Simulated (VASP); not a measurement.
LiBiSe2: single point with r2SCAN

LiBiSe2:

```
Li Bi Se
1.0
     2.03910    1.17728    6.54659
    -2.03910    1.17728    6.54659
     0.00000   -2.35455    6.54659
Li Bi Se
1 1 2
Cartesian
  2.0391 1.1773 6.5466
  0.0000 0.0000 9.8199
  0.0000 0.0000 4.9950
  0.0000 0.0000 14.6448
```

```yaml
Program: VASP 6.6.1
Task: single point
Functional: r2SCAN
Potentials_or_basis: VASP PAW PBE potentials, release 64 (Li_sv, Bi_d, Se)
Cutoff: 520 eV
k_mesh: 6 × 6 × 6
Occupations: gaussian, width 0.01 eV
Spin: no spin polarisation
Dipole_correction: no
Further_INCAR_settings: ALGO = Normal; EDIFF = 1e-06; NBANDS = 23
```

The largest force is 0.218 eV/Å. The band gap on the k mesh is 1.41 eV.

Forces on the atoms (eV/Å):
```
Li   0.000  0.000  0.000
Bi   0.000  0.000  0.000
Se   0.000  0.000  0.218
Se   0.000  0.000 -0.218
```

Levels at points of the mesh, in eV from the valence-band top:
| k point | band 11 | band 12 | band 13 | band 14 | band 15 | band 16 | band 17 | band 18 | band 19 | band 20 |
| --- | --- | --- | --- | --- | --- | --- | --- | --- | --- | --- |
| (0.00, 0.00, 0.00) | -1.50 | -1.50 | -1.39 | -1.12 | -1.12 | 1.63 | 2.39 | 2.39 | 6.60 | 7.70 |
| (0.50, 0.00, 0.00) | -3.55 | -2.94 | -2.68 | -1.68 | -1.14 | 2.25 | 3.81 | 4.26 | 5.64 | 7.57 |
| (0.50, 0.50, 0.00) | -3.21 | -3.09 | -2.15 | -1.06 | -1.01 | 1.90 | 2.85 | 3.21 | 4.48 | 7.90 |
| (0.50, 0.50, 0.50) | -1.67 | -1.67 | -0.95 | -0.95 | 0.00 | 1.41 | 2.56 | 2.56 | 5.61 | 7.14 |

Wall time 10 min on 1 thread of Intel(R) Xeon(R) 6975P-C (Granite Rapids), with other jobs on the host, peak memory 0.43 GiB.

Caveat: the PAW data sets were made with another functional, which shifts forces and pressure a little; spin-orbit coupling is left out, which moves the levels of the heavy elements. A k mesh can miss the band edges.
